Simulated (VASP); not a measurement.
# W in VASP: single point with PBE+D3(BJ)

Aim: the single point of W with PBE+D3(BJ).

Everything below comes from runs of VASP 6.6.1. Logs are shortened: lines on timing, memory, paths and dates and some standing lists are left out, and cuts for length are marked.

### 1 The cell of the first run

The cell holds a slab with vacuum, 4 atoms: a = 3.160 Å, b = 3.160 Å, c = 18.739 Å, α = 90.00°, β = 90.00°, γ = 90.00°.

### 2 Single point, PBE+D3(BJ)

INCAR reads:

```
  PREC = Accurate
  ENCUT = 520
  EDIFF = 1E-6
  ISMEAR = 0
  SIGMA = 0.1
  LREAL = F
  LASPH = T
  NELM = 100
  ALGO = Normal
  ISIF = 2
  LWAVE = F
  LCHARG = F
  LDIPOL = T
  IDIPOL = 3
  DIPOL = 0.5 0.5 0.500
  GGA = PE
  IVDW = 12
  NBANDS = 36
```

KPOINTS reads:

```
Automatic mesh
0
Gamma
  9 9 1
```

POSCAR reads:

```
W
1.0
    3.1595317306      0.0000000000      0.0000000000
    0.0000000000      3.1595317306      0.0000000000
    0.0000000000      0.0000000000     18.7392975959
W
4
Direct
    0.5000000000      0.5000000000      0.3735465518
    0.0000000000      0.0000000000      0.4578488506
    0.5000000000      0.5000000000      0.5461455797
    0.0000000000      0.0000000000      0.6212481212
```

Potentials or basis: VASP PAW PBE potentials, release 64 (W_sv).

On the command line:

```console
cat potpaw_PBE.64/W_sv/POTCAR > POTCAR
mpirun -np 1 vasp_std > vasp.out
```

OUTCAR:

```text
PREC = Accurate
   ENCUT = 520
   EDIFF = 1E-6
   ISMEAR = 0
   LREAL = F
   LASPH = T
   NELM = 100
   ISIF = 2
   GGA = PE
   IVDW = 12
 IVDW          = 12

 ion  position               nearest neighbor table
   1  0.500  0.500  0.374-   2 2.74   2 2.74   2 2.74   2 2.74   3 3.23
   2  0.000  0.000  0.458-   1 2.74   1 2.74   1 2.74   1 2.74   3 2.78   3 2.78   3 2.78   3 2.78
                             4 3.06
   3  0.500  0.500  0.546-   4 2.64   4 2.64   4 2.64   4 2.64   2 2.78   2 2.78   2 2.78   2 2.78
                             1 3.23
   4  0.000  0.000  0.621-   3 2.64   3 2.64   3 2.64   3 2.64   2 3.06

  LATTYP: Found a simple tetragonal cell.
 ALAT       =     3.1595317306
 C/A-ratio  =     5.9310363667

  Lattice vectors:

 A1 = (   3.1595317306,   0.0000000000,   0.0000000000)
 A2 = (   0.0000000000,   3.1595317306,   0.0000000000)
 A3 = (   0.0000000000,   0.0000000000,  18.7392975959)

Analysis of symmetry for initial positions (statically):
=====================================================================
 Subroutine PRICEL returns:
 Original cell was already a primitive cell.

 Routine SETGRP: Setting up the symmetry group for a
 simple tetragonal supercell.

 Subroutine GETGRP returns: Found  8 space group operations
 (whereof  8 operations were pure point group operations)
 out of a pool of 16 trial point group operations.

The static configuration has the point symmetry C_4v.

Analysis of symmetry for dynamics (positions and initial velocities):
=====================================================================
 Subroutine PRICEL returns:
 Original cell was already a primitive cell.

 Routine SETGRP: Setting up the symmetry group for a
 simple tetragonal supercell.

 Subroutine GETGRP returns: Found  8 space group operations
 (whereof  8 operations were pure point group operations)
 out of a pool of 16 trial point group operations.

The dynamic configuration has the point symmetry C_4v.

 Subroutine INISYM returns: Found  8 space group operations
 (whereof  8 operations are pure point group operations),
 and found     1 'primitive' translations

----------------------------------------------------------------------------------------

                                     Primitive cell

  volume of cell :     187.0677

  direct lattice vectors                    reciprocal lattice vectors
     3.159531731  0.000000000  0.000000000     0.316502598  0.000000000  0.000000000
     0.000000000  3.159531731  0.000000000     0.000000000  0.316502598  0.000000000
     0.000000000  0.000000000 18.739297596     0.000000000  0.000000000  0.053363793

  length of vectors
     3.159531731  3.159531731 18.739297596     0.316502598  0.316502598  0.053363793

  position of ions in fractional coordinates (direct lattice)
     0.500000000  0.500000000  0.373546552
     0.000000000  0.000000000  0.457848851
     0.500000000  0.500000000  0.546145580
     0.000000000  0.000000000  0.621248121

  ion indices of the primitive-cell ions
   primitive index   ion index
                 1           1
                 2           2
                 3           3
                 4           4

----------------------------------------------------------------------------------------

 KPOINTS: Automatic mesh

Automatic generation of k-mesh.
 Grid dimensions read from file:
 generate k-points for:    9    9    1

 Generating k-lattice:

  Cartesian coordinates                     Fractional coordinates (reciprocal lattice)
     0.035166955  0.000000000  0.000000000     0.111111111  0.000000000  0.000000000
     0.000000000  0.035166955  0.000000000     0.000000000  0.111111111  0.000000000
     0.000000000  0.000000000  0.053363793     0.000000000  0.000000000  1.000000000

  Length of vectors
     0.035166955  0.035166955  0.053363793

  Shift w.r.t. Gamma in fractional coordinates (k-lattice)
     0.000000000  0.000000000  0.000000000

 Subroutine IBZKPT returns following result:
 ===========================================

 Found     15 irreducible k-points:

 Following reciprocal coordinates:
            Coordinates               Weight
  0.000000  0.000000  0.000000      1.000000
  0.111111  0.000000  0.000000      4.000000
  0.222222  0.000000  0.000000      4.000000
  0.333333  0.000000  0.000000      4.000000
  0.444444  0.000000  0.000000      4.000000
  0.111111  0.111111  0.000000      4.000000
  0.222222  0.111111  0.000000      8.000000
  0.333333  0.111111  0.000000      8.000000
  0.444444  0.111111  0.000000      8.000000
  0.222222  0.222222  0.000000      4.000000
  0.333333  0.222222  0.000000      8.000000
  0.444444  0.222222  0.000000      8.000000
  0.333333  0.333333  0.000000      4.000000
  0.444444  0.333333  0.000000      8.000000
  0.444444  0.444444  0.000000      4.000000
   k-points           NKPTS =     15   k-points in BZ     NKDIM =     15   number of bands    NBANDS=     36
   number of dos      NEDOS =    301   number of ions     NIONS =      4
   total plane-waves  NPLWV =  80640
   dimension x,y,z NGX =    24 NGY =   24 NGZ =  140
   dimension x,y,z NGXF=    48 NGYF=   48 NGZF=  280
   ions per type =               4
   NGX,Y,Z   is equivalent  to a cutoff of  12.63, 12.63, 12.42 a.u.
   NGXF,Y,Z  is equivalent  to a cutoff of  25.26, 25.26, 24.84 a.u.
 SYSTEM =  unknown system
   PREC   = accura    normal or accurate (medium, high low for compatibility)
   ISTART =      0    job   : 0-new  1-cont  2-samecut
   ICHARG =      2    charge: 1-file 2-atom 10-const
   ISPIN  =      1    spin polarized calculation?
   LNONCOLLINEAR =      F non collinear calculations
   LSORBIT =      F    spin-orbit coupling
   LASPH  =      T    aspherical Exc in radial PAW
   ENCUT  =  520.0 eV  38.22 Ry    6.18 a.u.   5.87  5.87 34.84*2*pi/ulx,y,z
   NELM   =    100;   NELMIN=  2; NELMDL= -5     # of ELM steps
   EDIFF  = 0.1E-05   stopping-criterion for ELM
   LREAL  =      F    real-space projection
   EDIFFG = 0.1E-04   stopping-criterion for IOM
   NSW    =      0    number of steps for IOM
   IBRION =     -1    ionic relax: 0-MD 1-quasi-New 2-CG
   NFREE  =      0    steps in history (QN), initial steepest desc. (CG)
   ISIF   =      2    stress and relaxation
   ISYM   =      2    0-nonsym 1-usesym 2-fastsym
   POTIM  = 0.5000    time-step for ionic-motion
   TEBEG  =    0.0;   TEEND  =   0.0 temperature during run
   PSTRESS=    0.0 pullay stress
   NELECT =      56.0000    total number of electrons
   NUPDOWN=      -1.0000    fix difference up-down
   EMIN   =  10.00;   EMAX   =-10.00  energy-range for DOS
   EFERMI =   0.00;   METHOD = LEGACY
   ISMEAR =     0;   SIGMA  =   0.10  broadening in eV -4-tet -1-fermi 0-gaus
   EFERMI_NEDOS =   21; number of points for ismear=-14 and -15
   IALGO  =     38    algorithm
   IMIX   =      4    mixing-type and parameters
     AMIX     =   0.40;   BMIX     =  1.00
     AMIX_MAG =   1.60;   BMIX_MAG =  1.00
  volume/ion in A,a.u.               =      46.77       315.60
  Fermi-wavevector in a.u.,A,eV,Ry     =   1.095144  2.069522 16.318019  1.199341
  Thomas-Fermi vector in A             =   2.231462
   LORBIT       =      0    0 simple, 1 ext, 2 COOP (PROOUT), +10 PAW based schemes
   GGA     = PE    functional components
   LHFCALC =     F    Hartree Fock is set to
   AEXX    =    0.0000 exact exchange contribution
   IVDW    =    12    specifies the selected vdW correction
   LEPSILON=     F    determine dielectric tensor
   LRPA    =     F    only Hartree local field effects (RPA)
 non-spin polarized calculation
 Gauss-broadening in eV      SIGMA  =   0.10
  energy-cutoff  :      520.00
  volume of cell :      187.07
 maximum number of plane-waves:      5088
 NGX is ok and might be reduce to    24
   NGX = 11   NGY = 11   NGZ = 69

 dipolmoment           0.000000      0.000000      0.000114 electrons x Angstroem

 number of electron      55.9999999 magnetization

 dipolmoment           0.000000      0.000000     -0.004209 electrons x Angstroem

 Free energy of the ion-electron system (eV)
  ---------------------------------------------------
  ext. energy  EPLUGINS =         0.00000000
  ---------------------------------------------------
  free energy    TOTEN  =       -46.63722208 eV

  energy without entropy =      -46.60353012  energy(sigma->0) =      -46.62037610

 E-fermi :   1.1615     XC(G=0):  -5.9006

 val. band max:        1.1280733281   @ k =   0.4444   0.2222   0.0000
 cond. band min:       1.2001244115   @ k =   0.4444   0.1111   0.0000
 fundamental gap:      0.0720510834
 Fermi energy:         1.1614524675

 k-point     1 :       0.0000    0.0000    0.0000
  band No.  band energies     occupation
      1     -72.7176      2.00000
      2     -72.6232      2.00000
      3     -72.5686      2.00000
      4     -72.4134      2.00000
      5     -37.1799      2.00000
      6     -37.0943      2.00000
[... 28 lines left out ...]
     35       4.1626      0.00000
     36       4.5114      0.00000

 k-point     2 :       0.1111    0.0000    0.0000
  band No.  band energies     occupation
      1     -72.7120      2.00000
      2     -72.6200      2.00000
      3     -72.5685      2.00000
      4     -72.4181      2.00000
      5     -37.2246      2.00000
      6     -37.1504      2.00000
[... 28 lines left out ...]
     35       3.8046      0.00000
     36       3.9731      0.00000

 k-point     3 :       0.2222    0.0000    0.0000
  band No.  band energies     occupation
      1     -72.6965      2.00000
      2     -72.6148      2.00000
      3     -72.5653      2.00000
      4     -72.4318      2.00000
      5     -37.3254      2.00000
      6     -37.2348      2.00000
[... 28 lines left out ...]
     35       3.6478      0.00000
     36       3.9628      0.00000
[... 391 lines left out ...]
 k-point    14 :       0.4444    0.3333    0.0000
  band No.  band energies     occupation
      1     -72.6394      2.00000
      2     -72.6289      2.00000
      3     -72.5242      2.00000
      4     -72.4692      2.00000
      5     -37.4117      2.00000
      6     -37.3746      2.00000
[... 28 lines left out ...]
     35       4.6594      0.00000
     36       4.7352      0.00000

 k-point    15 :       0.4444    0.4444    0.0000
  band No.  band energies     occupation
      1     -72.6343      2.00000
      2     -72.6300      2.00000
      3     -72.5213      2.00000
      4     -72.4683      2.00000
      5     -37.4507      2.00000
      6     -37.4402      2.00000
[... 28 lines left out ...]
     35       4.6181      0.00000
     36       4.8000      0.00000

------------------------ aborting loop because EDIFF is reached ----------------------------------------

 vacuum level on the upper side and lower side of the slab       (xc-potential included)        -0.255        -0.188

 Edisp (eV)   -1.68096

 E8    (eV) :    -0.9004

  FORCE on cell =-STRESS in cart. coord.  units (eV):
  Direction    XX          YY          ZZ          XY          YZ          ZX
  --------------------------------------------------------------------------------------
  -------------------------------------------------------------------------------------
  Total      -6.34587    -6.34587    -2.53007     0.00000    -0.00000     0.00000
  in kB     -54.35046   -54.35046   -21.66931     0.00000    -0.00000     0.00000
  external pressure =      -43.46 kB  Pullay stress =        0.00 kB

 VOLUME and BASIS-vectors are now :
 -----------------------------------------------------------------------------
  energy-cutoff  :      520.00
  volume of cell :      187.07
      direct lattice vectors                 reciprocal lattice vectors
     3.159531731  0.000000000  0.000000000     0.316502598  0.000000000  0.000000000
     0.000000000  3.159531731  0.000000000     0.000000000  0.316502598  0.000000000
     0.000000000  0.000000000 18.739297596     0.000000000  0.000000000  0.053363793

 POSITION                                       TOTAL-FORCE (eV/Angst)
 -----------------------------------------------------------------------------------
      1.57977      1.57977      7.00000         0.000000     -0.000000      1.673935
      0.00000      0.00000      8.57977         0.000000      0.000000     -1.737819
      1.57977      1.57977     10.23438         0.000000     -0.000000      0.004499
      0.00000      0.00000     11.64175         0.000000      0.000000      0.059385
 -----------------------------------------------------------------------------------
    total drift:                                0.000000     -0.000000     -0.000110

  FREE ENERGIE OF THE ION-ELECTRON SYSTEM (eV)
  ---------------------------------------------------
  free  energy   TOTEN  =       -48.3181842142 eV

  energy  without entropy=      -48.2844922563  energy(sigma->0) =      -48.30133824

 vacuum level on the upper side and lower side of the slab         5.079         5.148
```

Wall time 72 s (1 thread of Intel Xeon 6975P-C (Granite Rapids), shared host); peak memory 0.29 GiB.

Results:

```
Free energy                : -48.3182 eV
Largest force              : 1.738 eV/Å
Band gap on the k mesh     : zero (band 28 reaches 2.57 eV, above the bottom of band 29 at 0.86 eV)
Dispersion energy per atom : -0.420 eV
```

Forces in eV/Å, atoms in the order of the input:
```
W    0.000  0.000  1.674
W    0.000  0.000 -1.738
W    0.000  0.000  0.004
W    0.000  0.000  0.059
```

Caveat: spin-orbit coupling is left out, which moves the levels of the heavy elements.
